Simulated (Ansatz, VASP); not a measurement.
Two plane-wave programs on Ta

```
Ta
1.0
    -1.67784    1.67784    1.67784
     1.67784   -1.67784    1.67784
     1.67784    1.67784   -1.67784
Ta
1
Direct
  0.00000 0.00000 0.00000
```

Alike in both runs: functional BLYP; k mesh 13 × 13 × 13; occupations fermi-dirac, width 0.1 eV; no spin polarisation.

Ansatz relaxed the structure, and its values are those at the end. VASP's run is a single point on that final structure, the one shown.

|  | VASP | Ansatz |
| --- | --- | --- |
| version | VASP 6.6.1 | Ansatz 0.2.0 |
| potentials or method | VASP PAW PBE potentials, release 64 (Ta_pv), cutoff 520 eV | plane waves (420 eV) with PAW, scalar-relativistic |
| valence electrons in the cell | 11 | 13 |

|  | VASP | Ansatz | Ansatz less VASP |
| --- | --- | --- | --- |
| pressure (GPa) | 0.9 | 0.0 | -0.88 |

VASP's potentials were made for PBE, not for BLYP. The functional is the same, so the differences come from potentials, cutoffs and numerics. VASP's potentials hold 11 valence electrons a cell and Ansatz's 13, so a difference there can come from the potentials and not from the codes.

Spin-orbit coupling is off throughout.
